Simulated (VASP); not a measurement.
# HoNb2As3 (P4mm) in VASP: relaxation of cell and atoms with PBE

Aim: the relaxation of cell and atoms of HoNb2As3 with PBE.

Program: VASP 6.6.1. These are calculated values, not measurements. Logs are shortened: lines on timing, memory, paths and dates and some standing lists are left out, and cuts for length are marked.

## 1. The cell of the first run

The structure is tetragonal, space group P4mm (No. 99). The conventional cell has a = 3.895 Å, b = 3.895 Å, c = 9.467 Å, α = 90.00°, β = 90.00°, γ = 90.00°. Within 3.7 Å of Ho (site symmetry 4mm) lie 5 As at 2.78 to 2.92 Å. Nb (site symmetry 2mm) has 3 As at 2.64 to 2.70 Å and 4 Nb at 2.75 Å within 3.5 Å. As (site symmetry 4mm) has 4 Nb at 2.70 Å and 1 Ho at 2.78 Å within 3.6 Å. As (site symmetry 2mm) has 1 Nb at 2.64 Å and 4 As at 2.75 Å and 2 Ho at 2.92 Å within 3.5 Å.

The cell was generated, and may not be a known phase.

## 2. Relaxation of cell and atoms, PBE

INCAR reads:

```
ALGO = Normal
EDIFF = 1E-7
EDIFFG = -0.01
ENCUT = 500
GGA = PE
GGA_COMPAT = False
IBRION = 2
ISIF = 3
ISMEAR = 0
LASPH = True
LCHARG = False
LMAXMIX = 6
LREAL = False
LWAVE = False
NELM = 200
NELMIN = 4
NSW = 100
PREC = Accurate
SIGMA = 0.1
```

KPOINTS reads:

```
k-points
0
Gamma
  10 10 4
```

POSCAR reads:

```
HoNb2As3
1.0
    3.8945956189      0.0000000000      0.0000000000
    0.0000000000      3.8945956189      0.0000000000
    0.0000000000      0.0000000000      9.4668928453
Ho Nb As
1 2 3
Direct
    0.0000000000      0.0000000000      0.1662087624
    0.5000000000      0.0000000000      0.6747645896
    0.0000000000      0.5000000000      0.6747645896
    0.0000000000      0.0000000000      0.8724092947
    0.5000000000      0.0000000000      0.3953876019
    0.0000000000      0.5000000000      0.3953876019
```

Potentials or basis: VASP PAW PBE potentials, release 64 (Ho_3, Nb_sv, As), 4f in core.

Run with:

```
cat potpaw_PBE.64/Ho_3/POTCAR potpaw_PBE.64/Nb_sv/POTCAR potpaw_PBE.64/As/POTCAR > POTCAR
mpirun -np 1 vasp_std > vasp.out
```

OUTCAR:

```text
EDIFF = 1E-7
   EDIFFG = -0.01
   ENCUT = 500
   GGA = PE
   IBRION = 2
   ISIF = 3
   ISMEAR = 0
   LASPH = True
   LREAL = False
   NELM = 200
   NELMIN = 4
   NSW = 100
   PREC = Accurate

 ion  position               nearest neighbor table
   1  0.000  0.000  0.166-   4 2.78   5 2.92   6 2.92   6 2.92   5 2.92
   2  0.500  0.000  0.675-   5 2.64   4 2.70   4 2.70   3 2.75   3 2.75   3 2.75   3 2.75
   3  0.000  0.500  0.675-   6 2.64   4 2.70   4 2.70   2 2.75   2 2.75   2 2.75   2 2.75
   4  0.000  0.000  0.872-   2 2.70   3 2.70   3 2.70   2 2.70   1 2.78
   5  0.500  0.000  0.395-   2 2.64   6 2.75   6 2.75   6 2.75   6 2.75   1 2.92   1 2.92
   6  0.000  0.500  0.395-   3 2.64   5 2.75   5 2.75   5 2.75   5 2.75   1 2.92   1 2.92

  LATTYP: Found a simple tetragonal cell.
 ALAT       =     3.8945956189
 C/A-ratio  =     2.4307768435

  Lattice vectors:

 A1 = (   3.8945956189,   0.0000000000,   0.0000000000)
 A2 = (   0.0000000000,   3.8945956189,   0.0000000000)
 A3 = (   0.0000000000,   0.0000000000,   9.4668928453)

Analysis of symmetry for initial positions (statically):
=====================================================================
 Subroutine PRICEL returns:
 Original cell was already a primitive cell.

 Routine SETGRP: Setting up the symmetry group for a
 simple tetragonal supercell.

 Subroutine GETGRP returns: Found  8 space group operations
 (whereof  8 operations were pure point group operations)
 out of a pool of 16 trial point group operations.

The static configuration has the point symmetry C_4v.

Analysis of symmetry for dynamics (positions and initial velocities):
=====================================================================
 Subroutine PRICEL returns:
 Original cell was already a primitive cell.

 Routine SETGRP: Setting up the symmetry group for a
 simple tetragonal supercell.

 Subroutine GETGRP returns: Found  8 space group operations
 (whereof  8 operations were pure point group operations)
 out of a pool of 16 trial point group operations.

The dynamic configuration has the point symmetry C_4v.

 Subroutine INISYM returns: Found  8 space group operations
 (whereof  8 operations are pure point group operations),
 and found     1 'primitive' translations

----------------------------------------------------------------------------------------

                                     Primitive cell

  volume of cell :     143.5926

  direct lattice vectors                    reciprocal lattice vectors
     3.894595619  0.000000000  0.000000000     0.256766067  0.000000000  0.000000000
     0.000000000  3.894595619  0.000000000     0.000000000  0.256766067  0.000000000
[... 102 lines left out ...]
   TEBEG  =    0.0;   TEEND  =   0.0 temperature during run
   PSTRESS=    0.0 pullay stress
   NELECT =      50.0000    total number of electrons
   NUPDOWN=      -1.0000    fix difference up-down
   EMIN   =  10.00;   EMAX   =-10.00  energy-range for DOS
   EFERMI =   0.00;   METHOD = LEGACY
   ISMEAR =     0;   SIGMA  =   0.10  broadening in eV -4-tet -1-fermi 0-gaus
   EFERMI_NEDOS =   21; number of points for ismear=-14 and -15
   IALGO  =     38    algorithm
   IMIX   =      4    mixing-type and parameters
     AMIX     =   0.40;   BMIX     =  1.00
     AMIX_MAG =   1.60;   BMIX_MAG =  1.00
  volume/ion in A,a.u.               =      23.93       161.50
  Fermi-wavevector in a.u.,A,eV,Ry     =   1.151739  2.176471 18.048167  1.326503
  Thomas-Fermi vector in A             =   2.288395
   LORBIT       =      0    0 simple, 1 ext, 2 COOP (PROOUT), +10 PAW based schemes
   GGA     = PE    functional components
   LHFCALC =     F    Hartree Fock is set to
   AEXX    =    0.0000 exact exchange contribution
   IVDW    =     0    specifies the selected vdW correction
   LEPSILON=     F    determine dielectric tensor
   LRPA    =     F    only Hartree local field effects (RPA)
 conjugate gradient relaxation of ions
 non-spin polarized calculation
 Gauss-broadening in eV      SIGMA  =   0.10
  energy-cutoff  :      500.00
  volume of cell :      143.59
 maximum number of plane-waves:      3668
   NGX = 15   NGY = 15   NGZ = 35

--------------------------------------- Ionic step        1  -------------------------------------------

 number of electron      49.9999998 magnetization

 Free energy of the ion-electron system (eV)
  ---------------------------------------------------
  ext. energy  EPLUGINS =         0.00000000
  ---------------------------------------------------
  free energy    TOTEN  =       -39.53030439 eV

  energy without entropy =      -39.50336639  energy(sigma->0) =      -39.51683539

------------------------ aborting loop because EDIFF is reached ----------------------------------------

  FORCE on cell =-STRESS in cart. coord.  units (eV):
  Direction    XX          YY          ZZ          XY          YZ          ZX
  --------------------------------------------------------------------------------------
  -------------------------------------------------------------------------------------
  Total        0.5737253      0.5737253     -0.9029875      0.0000000      0.0000000      0.0000000
  in kB        6.4015096      6.4015096    -10.0753494      0.0000000      0.0000000      0.0000000
  external PRESSURE =       0.9092233 kB  Pullay stress =       0.0000000 kB
[... 107 lines left out ...]
--------------------------------------- Ionic step        4  -------------------------------------------

 number of electron      50.0000002 magnetization

 E-fermi :   5.3734     XC(G=0):  -9.9733

 val. band max:        5.3639007092   @ k =   0.3000   0.2000   0.5000
 cond. band min:       5.3782069801   @ k =   0.5000   0.1000   0.5000
 fundamental gap:      0.0143062709
 Fermi energy:         5.3734160646

 k-point     1 :       0.0000    0.0000    0.0000
  band No.  band energies     occupation
      1     -49.4665      2.00000
      2     -49.1954      2.00000
      3     -25.8803      2.00000
      4     -25.8803      2.00000
      5     -25.6286      2.00000
      6     -25.3484      2.00000
[... 942 lines left out ...]
--------------------------------------- Ionic step        8  -------------------------------------------

 number of electron      50.0000000 magnetization

 Free energy of the ion-electron system (eV)
  ---------------------------------------------------
  ext. energy  EPLUGINS =         0.00000000
  ---------------------------------------------------
  free energy    TOTEN  =       -39.54660576 eV

  energy without entropy =      -39.52172348  energy(sigma->0) =      -39.53416462

 E-fermi :   5.4373     XC(G=0): -10.0065

 val. band max:        5.4316153336   @ k =   0.4000   0.2000   0.5000
 cond. band min:       5.4405345318   @ k =   0.5000   0.1000   0.5000
 fundamental gap:      0.0089191982
 Fermi energy:         5.4373092835

 k-point     1 :       0.0000    0.0000    0.0000
  band No.  band energies     occupation
      1     -49.3958      2.00000
      2     -49.1150      2.00000
      3     -25.8217      2.00000
      4     -25.8217      2.00000
      5     -25.5590      2.00000
      6     -25.2699      2.00000
[... 816 lines left out ...]
  FREE ENERGIE OF THE ION-ELECTRON SYSTEM (eV)
  ---------------------------------------------------
  free  energy   TOTEN  =       -39.5466057607 eV

  energy  without entropy=      -39.5217234779  energy(sigma->0) =      -39.53416462

 reached required accuracy - stopping structural energy minimisation
```

OSZICAR:

```text
N       E                     dE             d eps       ncg     rms          rms(c)
DAV:   1     0.560234811257E+03    0.56023E+03   -0.22462E+04  3996   0.152E+03
DAV:   2     0.257703636328E+02   -0.53446E+03   -0.52233E+03  5724   0.595E+02
DAV:   3    -0.321869305521E+02   -0.57957E+02   -0.55059E+02  6792   0.158E+02
[... 90 lines left out ...]
DAV:   2    -0.395466217352E+02   -0.14580E-04   -0.32680E-04  5632   0.171E-01    0.222E-02
DAV:   3    -0.395466073560E+02    0.14379E-04   -0.80524E-05  5880   0.465E-02    0.197E-02
DAV:   4    -0.395466055525E+02    0.18035E-05   -0.12315E-05  5360   0.230E-02    0.544E-03
DAV:   5    -0.395466056846E+02   -0.13215E-06   -0.17597E-06  6024   0.844E-03    0.184E-03
DAV:   6    -0.395466057607E+02   -0.76056E-07   -0.11310E-07  2906   0.308E-03
   8 F= -.39546606E+02 E0= -.39534165E+02  d E =-.176275E-04
```

Run time: 36 min. Hardware: 1 thread of Intel Xeon Platinum 8259CL at 2.50GHz (Skylake/Cascade Lake), shared host; peak memory 0.42 GiB.

What came out:

```
Free energy                           : -39.5466 eV
Relaxed volume                        : 24.14 Å³/atom
Relaxed cell                          : a = 3.935 Å, b = 3.935 Å, c = 9.353 Å, α = 90.00°, β = 90.00°, γ = 90.00°
Space group after relaxing (to 0.1 Å) : P4mm (No. 99)
Energy gained by relaxing             : 2.7 meV/atom
Ionic steps                           : 8
Pressure after relaxing               : 0.0 GPa
Band gap on the k mesh                : zero (bands 25 and 26 overlap by 0.32 eV)
```

Forces in eV/Å, atoms in the order of the input:
```
Ho   0.000  0.000 -0.002
Nb   0.000  0.000  0.003
Nb   0.000  0.000  0.003
As   0.000  0.000 -0.002
As   0.000  0.000 -0.001
As   0.000  0.000 -0.001
```

Step by step:
| step | energy change (eV) | largest force (eV/Å) | pressure (GPa) | volume (Å³) |
| --- | --- | --- | --- | --- |
| 1 | 0.0000 | 0.2496 | 0.09 | 143.59 |
| 2 | -0.0117 | 0.1405 | 0.29 | 143.87 |
| 3 | -0.0146 | 0.0708 | 0.48 | 144.08 |
| 4 | -0.0145 | 0.0246 | -0.57 | 145.93 |
| 5 | -0.0161 | 0.0351 | -0.04 | 144.98 |
| 6 | -0.0163 | 0.0224 | -0.01 | 144.90 |
| 7 | -0.0163 | 0.0223 | 0.00 | 144.87 |
| 8 | -0.0163 | 0.0028 | 0.00 | 144.86 |

Final structure:
```yaml
crystal:
  lattice:
    - [3.93544, 0.00000, 0.00000]
    - [0.00000, 3.93544, 0.00000]
    - [0.00000, 0.00000, 9.35347]
  atoms:
    - { symbol: Ho, position: [0.00000, 0.00000, 0.16914] }
    - { symbol: Nb, position: [0.50000, 0.00000, 0.67491] }
    - { symbol: Nb, position: [0.00000, 0.50000, 0.67491] }
    - { symbol: As, position: [0.00000, 0.00000, 0.87143] }
    - { symbol: As, position: [0.50000, 0.00000, 0.39426] }
    - { symbol: As, position: [0.00000, 0.50000, 0.39426] }
```

Caveat: spin-orbit coupling is left out, which moves the levels of the heavy elements; the 4f electrons are frozen in the core, so they carry no moment and show no levels. Spin polarisation is off, so any magnetic state and its effect on volume and gap are missing.
